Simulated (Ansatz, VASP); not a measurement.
## One calculation of AlSn4, two programs

Contents of INCAR:

```
SYSTEM = AlSn4
PREC = Accurate
ENCUT = 520
EDIFF = 1E-6
ISMEAR = 0
SIGMA = 0.1
LREAL = .False.
LASPH = .True.
NELM = 80
ALGO = Fast
ISIF = 2
LWAVE = .False.
LCHARG = .False.
GGA = PE
NBANDS = 38
```

The input KPOINTS:

```
Automatic mesh
0
Gamma
  4 4 6
  0 0 0
```

POSCAR

```
AlSn4
1.0
    3.8536830600     -4.6215062300      0.0000000000
    3.8536830600      4.6215062300      0.0000000000
    0.0000000000      0.0000000000      3.5115995300
Al Sn
1 4
Direct
    0.5000000000      0.5000000000      0.5000000000
    0.7327440800      0.2672559200      0.5000000000
    0.2835574700      0.2835574700      0.0000000000
    0.7164425300      0.7164425300      0.0000000000
    0.2672559200      0.7327440800      0.5000000000
```

Input for Ansatz:

```yaml
crystal:
  lattice:
    - [3.85368306, -4.62150623, 0.0]
    - [3.85368306, 4.62150623, 0.0]
    - [0.0, 0.0, 3.51159953]
  atoms:
    - { symbol: Al, position: [0.5, 0.5, 0.5] }
    - { symbol: Sn, position: [0.73274408, 0.26725592, 0.5] }
    - { symbol: Sn, position: [0.28355747, 0.28355747, 0.0] }
    - { symbol: Sn, position: [0.71644253, 0.71644253, 0.0] }
    - { symbol: Sn, position: [0.26725592, 0.73274408, 0.5] }
basis:
  ecutwfc: 420
kpoints:
  mp_grid: { grid: [4, 4, 6] }
hamiltonian:
  xc: pbe
scf:
  occupations: { method: gaussian, width: 0.1 }
  lower_state_search: "off"
output:
  forces: true
  stress: true
  eigenvalues: true
```

Change from the starting cell: species swapped into the FeCl4 type (Cmmm, No. 65).

Alike in both runs: task single point; functional PBE; k mesh 4 × 4 × 6; occupations gaussian, width 0.1 eV; no spin polarisation.

|  | VASP | Ansatz |
| --- | --- | --- |
| version | VASP 6.6.1 | Ansatz 0.2.0 |
| potentials or method | VASP PAW PBE potentials, release 64 (Al, Sn_d), cutoff 520 eV | scalar-relativistic, plane waves, PAW |
| valence electrons in the cell | 59 | 59 |

```csv
,VASP,Ansatz,Ansatz less VASP
gap on the k mesh at the Fermi level (eV),none,none,-
pressure (GPa),28.0,28.0,+0.02
"traceless stress, the component that is largest in VASP (GPa)",15.40,15.35,-0.048
rms of the force components (eV/Å),3.422,3.413,-0.0094
```

Atom by atom the forces differ by 0.010 eV/Å (rms over components). A gap of «none» marks a metal or a gap that the smearing closes. The functional is the same, so the differences come from potentials, cutoffs and numerics.
